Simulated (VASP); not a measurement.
Wanted: the native input for a VASP 6.6.1 run.

| Quantity | Value |
| --- | --- |
| Task | single point |
| Functional | PBE |
| Potentials or basis | VASP PAW PBE potentials, release 64 (Al, N) |
| Cutoff | 520 eV |
| k mesh | 9 × 9 × 2 |
| Occupations | gaussian, width 0.01 eV |
| Spin | no spin polarisation |
| Dipole correction | no |
| Further INCAR settings | ALGO = Normal; EDIFF = 1e-06; NBANDS = 26 |

The structure of AlN lies in POSCAR:

```
AlN
1.0
    3.0891625211      0.0000000000      0.0000000000
   -1.5445812605      2.6752932197      0.0000000000
    0.0000000000      0.0000000000     10.0092861459
Al N
4 4
Direct
    0.0000000000      0.0000000000     -0.0012519071
    0.3333333333      0.6666666667      0.2498316789
    0.0000000000      0.0000000000      0.4987480929
    0.6666666667      0.3333333333      0.7498316789
    0.0000000000      0.0000000000      0.1882172311
    0.3333333333      0.6666666667      0.4382029971
    0.0000000000      0.0000000000      0.6882172311
    0.6666666667      0.3333333333      0.9382029971
```

One way to write it, as run:

INCAR

```
SYSTEM = AlN
ALGO = Normal
EDIFF = 1E-6
ENCUT = 520
GGA = PE
ISIF = 2
ISMEAR = 0
LASPH = .TRUE.
LCHARG = .FALSE.
LREAL = .FALSE.
LWAVE = .FALSE.
NBANDS = 26
NELM = 80
PREC = Accurate
SIGMA = 0.01
```

KPOINTS

```
k-points
0
G
  9 9 2
  0 0 0
```

Potentials or basis: VASP PAW PBE potentials, release 64 (Al, N).

Launch:

```console
$ cat potpaw_PBE.64/Al/POTCAR potpaw_PBE.64/N/POTCAR > POTCAR
$ mpirun -np 1 vasp_std > vasp.out
```

It gave:

```yaml
Pressure: 6.0 GPa
Largest_force: 0.010 eV/Å
Band_gap_on_the_k_mesh: 4.17 eV (least direct gap 4.28 eV)
```

Caveat: the cell stands under pressure; an odd mesh through Γ misses points on the zone boundary, where band edges can lie.

Wall time 73 s on 1 thread of Intel Xeon 8259CL, with other jobs on the host, peak memory 0.21 GiB.
